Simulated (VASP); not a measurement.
Input of a VASP 6.6.1 run:

The input POSCAR:

```
BeS
1.0
    0.0000000000      2.3522500000      2.3886250000
    2.3522500000      0.0000000000      2.3886250000
    2.3522500000      2.3522500000      0.0000000000
Be S
1 1
Direct
    0.0000000000      0.0000000000      0.0000000000
    0.7500000000      0.7500000000      0.7500000000
```

File INCAR.step1:

```
PREC = Accurate
ENCUT = 520
ISMEAR = 0
SIGMA = 0.05
LREAL = F
LASPH = T
NELM = 80
NBANDS = 11
GGA = PE
ALGO = Normal
EDIFF = 1E-4
LWAVE = T
LCHARG = F
```

File INCAR.step2:

```
PREC = Accurate
ENCUT = 520
EDIFF = 1E-6
ISMEAR = 0
SIGMA = 0.05
LREAL = F
LASPH = T
NELM = 80
ALGO = Normal
ISIF = 2
LWAVE = F
LCHARG = F
METAGGA = R2SCAN
LMIXTAU = T
NBANDS = 11
ISTART = 1
```

KPOINTS

```
regular mesh
0
Gamma
  8 8 8
```

Potentials or basis: VASP PAW PBE potentials, release 64 (Be, S).

Command:

```sh
$ cat potpaw_PBE.64/Be/POTCAR potpaw_PBE.64/S/POTCAR > POTCAR
$ cp INCAR.step1 INCAR
$ mpirun -np 1 vasp_std > vasp.out
$ cp INCAR.step2 INCAR
$ mpirun -np 1 vasp_std > vasp.out
```

(1) Predict the band gap on the k mesh.

(2) Estimate the pressure.

Answers

(1) 3.31 eV, indirect (least direct gap 6.16 eV).

(2) 10.3 GPa.

Caveat: the cell differs from its parent crystal (strain -0.030 along x and y, -0.015 along z); the PAW data sets were made with another functional, which shifts forces and pressure a little.
